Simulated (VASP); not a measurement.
A run of VASP 6.6.1:

Contents of INCAR:

```
PREC = Accurate ; ENCUT = 520
EDIFF = 1E-7 ; ISMEAR = 1
SIGMA = 0.01 ; LREAL = False
LASPH = True ; NELM = 150
ALGO = Normal ; ISIF = 2
LWAVE = False ; LCHARG = False
ISPIN = 2 ; MAGMOM = 1.69 1.69
LORBIT = 11 ; LMAXMIX = 4
GGA = PE ; NBANDS = 20
```

File KPOINTS:

```
regular mesh
0
Gamma
  14 14 8
```

Contents of POSCAR:

```
Co
1.0
    2.4935221926      0.0000000000      0.0000000000
   -1.2467610963      2.1594535637      0.0000000000
    0.0000000000      0.0000000000      4.0277844638
Co
2
Direct
    0.3333333333      0.6666666667      0.2500000000
    0.6666666667      0.3333333333      0.7500000000
```

Potentials or basis: VASP PAW PBE potentials, release 64 (Co).

The run is started by

```bash
$ cat potpaw_PBE.64/Co/POTCAR > POTCAR
$ mpirun -np 1 vasp_std > vasp.out
```

Hardware: 1 thread of Intel(R) Xeon(R) Platinum 8259CL CPU @ 2.50GHz (Skylake/Cascade Lake) (shared host).

**Question.** Estimate the wall time of this run.

**Answer.** Wall time 2.4 min on 1 thread of Intel(R) Xeon(R) Platinum 8259CL CPU @ 2.50GHz (Skylake/Cascade Lake), on a shared host, peak memory 0.2 GiB. Counts: scf iterations 18, k points 120.
